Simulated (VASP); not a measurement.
A run of VASP 6.6.1 is set up as follows.

File INCAR:

```
SYSTEM = CS2
PREC = Accurate
ENCUT = 520
EDIFF = 1E-7
ISMEAR = -1
SIGMA = 0.05
LREAL = .FALSE.
LASPH = .TRUE.
NELM = 80
ALGO = Normal
ISIF = 2
LWAVE = .FALSE.
LCHARG = .FALSE.
GGA = PE
IVDW = 12
NBANDS = 25
```

Contents of KPOINTS:

```
regular mesh
0
G
  6 6 3
  0 0 0
```

The input POSCAR:

```
CS2
1.0
    3.6457880000     -2.9943140000      0.0000000000
    3.6457880000      2.9943140000      0.0000000000
    0.0000000000      0.0000000000      9.8512570000
S C
4 2
Direct
    0.1815210000      0.8184790000      0.8868670000
    0.3184790000      0.6815210000      0.3868670000
    0.6815210000      0.3184790000      0.6131330000
    0.8184790000      0.1815210000      0.1131330000
    0.5000000000      0.5000000000      0.5000000000
    0.0000000000      0.0000000000      0.0000000000
```

Potentials or basis: VASP PAW PBE potentials, release 64 (S, C).

Command:

```sh
$ cat potpaw_PBE.64/S/POTCAR potpaw_PBE.64/C/POTCAR > POTCAR
$ mpirun -np 1 vasp_std > vasp.out
```

Question: Estimate the band gap on the k mesh.

Answer: 3.43 eV, direct.

Question: Predict the pressure.

Answer: -0.6 GPa.

Question: What does it give for the dispersion energy per atom?

Answer: -0.105 eV.

Forces on the atoms (eV/Å):
```
S    0.000 -0.018 -0.014
S    0.000  0.018 -0.014
S    0.000 -0.018  0.014
S    0.000  0.018  0.014
C    0.000  0.000  0.000
C    0.000  0.000  0.000
```

Caveat: three body term missing. As with any semilocal functional, this PBE gap is likely too small.
